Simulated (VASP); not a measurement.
# P (Fm-3m) in VASP: further runs

Runs on P. Level: r2SCAN. Tasks: single point, relaxation of cell and atoms.

Program: VASP 6.6.1. These are calculated values, not measurements. Logs are shortened: lines on timing, memory, paths and dates and some standing lists are left out, and cuts for length are marked.

## Step 1: The cell of the first run

It takes space group Fm-3m (No. 225, cubic). The conventional cell has a = 3.833 Å, b = 3.833 Å, c = 3.833 Å, α = 90.00°, β = 90.00°, γ = 90.00°. P (site symmetry m-3m) has 12 P at 2.71 Å within 3.6 Å.

## Step 2: Single point, r2SCAN

POSCAR

```
P
1.0
    0.0000000000      1.9164086526      1.9164086526
    1.9164086526      0.0000000000      1.9164086526
    1.9164086526      1.9164086526      0.0000000000
P
1
Direct
    0.0000000000      0.0000000000      0.0000000000
```

INCAR.step1

```
  ALGO = Normal
  EDIFF = 1E-4
  ENCUT = 520
  GGA = PE
  ISMEAR = 0
  LASPH = True
  LCHARG = False
  LREAL = False
  LWAVE = True
  NBANDS = 8
  NELM = 60
  PREC = Accurate
  SIGMA = 0.1
```

INCAR.step2

```
  ALGO = Normal
  EDIFF = 1E-7
  ENCUT = 520
  ISIF = 2
  ISMEAR = 0
  ISTART = 1
  LASPH = True
  LCHARG = False
  LMIXTAU = True
  LREAL = False
  LWAVE = False
  METAGGA = R2SCAN
  NBANDS = 8
  NELM = 60
  PREC = Accurate
  SIGMA = 0.1
```

KPOINTS

```
k-points
0
Gamma
  6 6 6
```

Potentials or basis: VASP PAW PBE potentials, release 64 (P).

Launch:

```
> cat potpaw_PBE.64/P/POTCAR > POTCAR
> cp INCAR.step1 INCAR
> mpirun -np 1 vasp_std > vasp.out
> cp INCAR.step2 INCAR
> mpirun -np 1 vasp_std > vasp.out
```

OUTCAR:

```text
EDIFF = 1E-7
   ENCUT = 520
   ISIF = 2
   ISMEAR = 0
   ISTART = 1
   LASPH = True
   LREAL = False
   METAGGA = R2SCAN
   NELM = 60
   PREC = Accurate

 ion  position               nearest neighbor table
   1  0.000  0.000  0.000-

  LATTYP: Found a face centered cubic cell.
 ALAT       =     3.8328173052

  Lattice vectors:

 A1 = (   0.0000000000,   1.9164086526,   1.9164086526)
 A2 = (   1.9164086526,   0.0000000000,   1.9164086526)
 A3 = (   1.9164086526,   1.9164086526,   0.0000000000)

Analysis of symmetry for initial positions (statically):
[... 5 lines left out ...]
 face centered cubic supercell.

 Subroutine GETGRP returns: Found 48 space group operations
 (whereof 48 operations were pure point group operations)
 out of a pool of 48 trial point group operations.

The static configuration has the point symmetry O_h .

Analysis of symmetry for dynamics (positions and initial velocities):
[... 5 lines left out ...]
 face centered cubic supercell.

 Subroutine GETGRP returns: Found 48 space group operations
 (whereof 48 operations were pure point group operations)
 out of a pool of 48 trial point group operations.

The dynamic configuration has the point symmetry O_h .

 Subroutine INISYM returns: Found 48 space group operations
 (whereof 48 operations are pure point group operations),
 and found     1 'primitive' translations

----------------------------------------------------------------------------------------

                                     Primitive cell

  volume of cell :      14.0765

  direct lattice vectors                    reciprocal lattice vectors
     0.000000000  1.916408653  1.916408653    -0.260904687  0.260904687  0.260904687
     1.916408653  0.000000000  1.916408653     0.260904687 -0.260904687  0.260904687
     1.916408653  1.916408653  0.000000000     0.260904687  0.260904687 -0.260904687

  length of vectors
     2.710211108  2.710211108  2.710211108     0.451900174  0.451900174  0.451900174

  position of ions in fractional coordinates (direct lattice)
     0.000000000  0.000000000  0.000000000

  ion indices of the primitive-cell ions
   primitive index   ion index
                 1           1

----------------------------------------------------------------------------------------

 KPOINTS: k-points

Automatic generation of k-mesh.
 Grid dimensions read from file:
 generate k-points for:    6    6    6

 Generating k-lattice:

  Cartesian coordinates                     Fractional coordinates (reciprocal lattice)
    -0.043484115  0.043484115  0.043484115     0.166666667  0.000000000  0.000000000
     0.043484115 -0.043484115  0.043484115     0.000000000  0.166666667  0.000000000
     0.043484115  0.043484115 -0.043484115     0.000000000  0.000000000  0.166666667

  Length of vectors
     0.075316696  0.075316696  0.075316696

  Shift w.r.t. Gamma in fractional coordinates (k-lattice)
     0.000000000  0.000000000  0.000000000

 Subroutine IBZKPT returns following result:
 ===========================================

 Found     16 irreducible k-points:

 Following reciprocal coordinates:
            Coordinates               Weight
  0.000000  0.000000  0.000000      1.000000
  0.166667  0.000000  0.000000      8.000000
  0.333333  0.000000  0.000000      8.000000
  0.500000  0.000000  0.000000      4.000000
  0.166667  0.166667  0.000000      6.000000
  0.333333  0.166667  0.000000     24.000000
[... 8 lines left out ...]
 -0.333333  0.333333  0.166667     24.000000
 -0.333333  0.500000  0.166667     12.000000
   k-points           NKPTS =     16   k-points in BZ     NKDIM =     16   number of bands    NBANDS=      8
   number of dos      NEDOS =    301   number of ions     NIONS =      1
   total plane-waves  NPLWV =   8000
   dimension x,y,z NGX =    20 NGY =   20 NGZ =   20
   dimension x,y,z NGXF=    40 NGYF=   40 NGZF=   40
   ions per type =               1
   NGX,Y,Z   is equivalent  to a cutoff of  12.27, 12.27, 12.27 a.u.
   NGXF,Y,Z  is equivalent  to a cutoff of  24.54, 24.54, 24.54 a.u.
 SYSTEM =  unknown system
   PREC   = accura    normal or accurate (medium, high low for compatibility)
   ISTART =      1    job   : 0-new  1-cont  2-samecut
   ICHARG =      0    charge: 1-file 2-atom 10-const
   ISPIN  =      1    spin polarized calculation?
   LNONCOLLINEAR =      F non collinear calculations
   LSORBIT =      F    spin-orbit coupling
   LASPH  =      T    aspherical Exc in radial PAW
   ENCUT  =  520.0 eV  38.22 Ry    6.18 a.u.   5.04  5.04  5.04*2*pi/ulx,y,z
   NELM   =     60;   NELMIN=  2; NELMDL=  0     # of ELM steps
   EDIFF  = 0.1E-06   stopping-criterion for ELM
   LREAL  =      F    real-space projection
   EDIFFG = 0.1E-05   stopping-criterion for IOM
   NSW    =      0    number of steps for IOM
   IBRION =     -1    ionic relax: 0-MD 1-quasi-New 2-CG
   NFREE  =      0    steps in history (QN), initial steepest desc. (CG)
   ISIF   =      2    stress and relaxation
   ISYM   =      2    0-nonsym 1-usesym 2-fastsym
   POTIM  = 0.5000    time-step for ionic-motion
   TEBEG  =    0.0;   TEEND  =   0.0 temperature during run
   PSTRESS=    0.0 pullay stress
   NELECT =       5.0000    total number of electrons
   NUPDOWN=      -1.0000    fix difference up-down
   EMIN   =  10.00;   EMAX   =-10.00  energy-range for DOS
   EFERMI =   0.00;   METHOD = LEGACY
   ISMEAR =     0;   SIGMA  =   0.10  broadening in eV -4-tet -1-fermi 0-gaus
   EFERMI_NEDOS =   21; number of points for ismear=-14 and -15
   IALGO  =     38    algorithm
   IMIX   =      4    mixing-type and parameters
     AMIX     =   0.40;   BMIX     =  1.00
     AMIX_MAG =   1.60;   BMIX_MAG =  1.00
  volume/ion in A,a.u.               =      14.08        94.99
  Fermi-wavevector in a.u.,A,eV,Ry     =   1.159400  2.190949 18.289072  1.344209
  Thomas-Fermi vector in A             =   2.295993
   LORBIT       =      0    0 simple, 1 ext, 2 COOP (PROOUT), +10 PAW based schemes
   METAGGA = R2SCAN    functional components
   LHFCALC =     F    Hartree Fock is set to
   AEXX    =    0.0000 exact exchange contribution
   IVDW    =     0    specifies the selected vdW correction
   LEPSILON=     F    determine dielectric tensor
   LRPA    =     F    only Hartree local field effects (RPA)
 non-spin polarized calculation
 Gauss-broadening in eV      SIGMA  =   0.10
  energy-cutoff  :      520.00
  volume of cell :       14.08
 maximum number of plane-waves:       392
   NGX =  9   NGY =  9   NGZ =  9

 number of electron       4.9999999 magnetization

 Free energy of the ion-electron system (eV)
  ---------------------------------------------------
  ext. energy  EPLUGINS =         0.00000000
  ---------------------------------------------------
  free energy    TOTEN  =        -7.94065629 eV

  energy without entropy =       -7.93741683  energy(sigma->0) =       -7.93903656

 E-fermi :  10.6600     XC(G=0): -12.3923

 val. band max:       10.1247051373   @ k =  -0.3333   0.3333   0.1667
 cond. band min:      10.7414000406   @ k =  -0.3333   0.1667   0.0000
 fundamental gap:      0.6166949033
 Fermi energy:        10.6600179282

 k-point     1 :       0.0000    0.0000    0.0000
  band No.  band energies     occupation
      1      -7.3918      2.00000
      2      17.7921      0.00000
      3      17.7921      0.00000
      4      17.7921      0.00000
      5      22.4129      0.00000
      6      22.4129      0.00000
      7      22.4129      0.00000
      8      29.2087      0.00000

 k-point     2 :       0.1667    0.0000    0.0000
  band No.  band energies     occupation
      1      -6.5496      2.00000
      2      12.8003      0.00000
      3      16.8267      0.00000
      4      16.8267      0.00000
      5      22.5466      0.00000
      6      23.8072      0.00000
      7      23.8072      0.00000
      8      27.5869      0.00000

 k-point     3 :       0.3333    0.0000    0.0000
  band No.  band energies     occupation
      1      -4.0689      2.00000
      2       6.0831      2.00000
      3      15.8528      0.00000
      4      15.8528      0.00000
      5      22.0801      0.00000
      6      22.4410      0.00000
      7      22.4410      0.00000
      8      29.1170      0.00000

 k-point     4 :       0.5000    0.0000    0.0000
  band No.  band energies     occupation
      1      -0.9506      2.00000
      2       1.4653      2.00000
      3      15.5728      0.00000
      4      15.5728      0.00000
      5      21.4008      0.00000
      6      21.4008      0.00000
      7      21.9517      0.00000
      8      27.8552      0.00000

 k-point     5 :       0.1667    0.1667    0.0000
  band No.  band energies     occupation
      1      -6.2684      2.00000
      2      14.7867      0.00000
      3      14.7867      0.00000
      4      15.2835      0.00000
      5      19.1244      0.00000
      6      22.9593      0.00000
      7      26.6789      0.00000
      8      26.6789      0.00000
[... 89 lines left out ...]
 k-point    14 :       0.5000    0.3333    0.1667
  band No.  band energies     occupation
      1      -1.8879      2.00000
      2       7.6779      2.00000
      3       8.1872      2.00000
      4      11.6731      0.00000
      5      21.4267      0.00000
      6      21.6544      0.00000
      7      25.4531      0.00000
      8      31.9338      0.00000

 k-point    15 :      -0.3333    0.3333    0.1667
  band No.  band energies     occupation
      1       1.1546      2.00000
      2       3.5350      2.00000
      3       7.9995      2.00000
      4      10.1247      2.00000
      5      21.4306      0.00000
      6      23.5470      0.00000
      7      27.5560      0.00000
      8      28.7765      0.00000

 k-point    16 :      -0.3333    0.5000    0.1667
  band No.  band energies     occupation
      1       2.6301      2.00000
      2       3.9431      2.00000
      3       7.1293      2.00000
      4       8.2053      2.00000
      5      20.6476      0.00000
      6      20.6607      0.00000
      7      29.6228      0.00000
      8      29.9196      0.00000

------------------------ aborting loop because EDIFF is reached ----------------------------------------

  FORCE on cell =-STRESS in cart. coord.  units (eV):
  Direction    XX          YY          ZZ          XY          YZ          ZX
  --------------------------------------------------------------------------------------
  -------------------------------------------------------------------------------------
  Total       -0.0049321     -0.0049321     -0.0049321     -0.0000000      0.0000000      0.0000000
  in kB       -0.5613695     -0.5613695     -0.5613695     -0.0000000      0.0000000      0.0000000
  external PRESSURE =      -0.5613695 kB  Pullay stress =       0.0000000 kB

 VOLUME and BASIS-vectors are now :
 -----------------------------------------------------------------------------
  energy-cutoff  :      520.00
  volume of cell :       14.08
      direct lattice vectors                 reciprocal lattice vectors
     0.000000000  1.916408653  1.916408653    -0.260904687  0.260904687  0.260904687
     1.916408653  0.000000000  1.916408653     0.260904687 -0.260904687  0.260904687
     1.916408653  1.916408653  0.000000000     0.260904687  0.260904687 -0.260904687

 POSITION                                       TOTAL-FORCE (eV/Angst)
 -----------------------------------------------------------------------------------
      0.00000      0.00000      0.00000         0.000000      0.000000      0.000000
 -----------------------------------------------------------------------------------
    total drift:                               -0.000000      0.000000     -0.000000

  FREE ENERGIE OF THE ION-ELECTRON SYSTEM (eV)
  ---------------------------------------------------
  free  energy   TOTEN  =        -7.9406562867 eV

  energy  without entropy=       -7.9374168257  energy(sigma->0) =       -7.93903656
```

Wall time 8.6 s (1 thread of Intel Xeon Platinum 8488C (Sapphire Rapids), shared host); peak memory 0.12 GiB.

Results:

```yaml
Free_energy: -7.9407 eV
Pressure: -0.1 GPa
```

Caveat: the k points lie up to 0.47 Å⁻¹ apart; the PAW data sets were made with another functional, which shifts forces and pressure a little.

## Step 3: Single point, r2SCAN

This run uses another cell than the first one, of 28.93 Å³/atom, 2.055 times its volume.

POSCAR

```
P
1.0
    0.0000000000      2.4364133565      2.4364133565
    2.4364133565      0.0000000000      2.4364133565
    2.4364133565      2.4364133565      0.0000000000
P
1
Direct
    0.0000000000      0.0000000000      0.0000000000
```

INCAR.step1

```
  PREC = Accurate
  ENCUT = 520
  ISMEAR = 0
  SIGMA = 0.1
  LREAL = False
  LASPH = True
  NELM = 100
  NBANDS = 8
  GGA = PE
  ALGO = Normal
  EDIFF = 1E-4
  LWAVE = True
  LCHARG = False
```

INCAR.step2

```
  PREC = Accurate
  ENCUT = 520
  EDIFF = 1E-7
  ISMEAR = 0
  SIGMA = 0.1
  LREAL = False
  LASPH = True
  NELM = 100
  ALGO = Normal
  ISIF = 2
  LWAVE = False
  LCHARG = False
  METAGGA = R2SCAN
  LMIXTAU = True
  NBANDS = 8
  ISTART = 1
```

KPOINTS

```
Automatic mesh
0
Gamma
  6 6 6
```

Potentials or basis: VASP PAW PBE potentials, release 64 (P).

Launch:

```
> cat potpaw_PBE.64/P/POTCAR > POTCAR
> cp INCAR.step1 INCAR
> mpirun -np 1 vasp_std > vasp.out
> cp INCAR.step2 INCAR
> mpirun -np 1 vasp_std > vasp.out
```

Run time: 18 s. Hardware: 1 thread of Intel Xeon Platinum 8488C (Sapphire Rapids), shared host; peak memory 0.14 GiB.

The run converged. Its results:

| Property | Result |
| --- | --- |
| Free energy | -6.6000 eV |
| Pressure | -16.8 GPa |

Levels at points of the mesh, in eV from the Fermi level:
```
           k point  band 1  band 2  band 3  band 4  band 5  band 6  band 7
(0.00, 0.00, 0.00)  -11.86    2.46    2.46    2.46    9.72   10.66   10.66
(0.50, 0.00, 0.00)   -9.67   -3.96    1.68    1.68    7.95   10.13   10.13
(0.50, 0.50, 0.00)   -8.86   -3.38    0.08    0.08    5.68    6.36   17.38
```

Caveat: the k points lie up to 0.37 Å⁻¹ apart; the PAW data sets were made with another functional, which shifts forces and pressure a little.

[end of part 1 of 2]
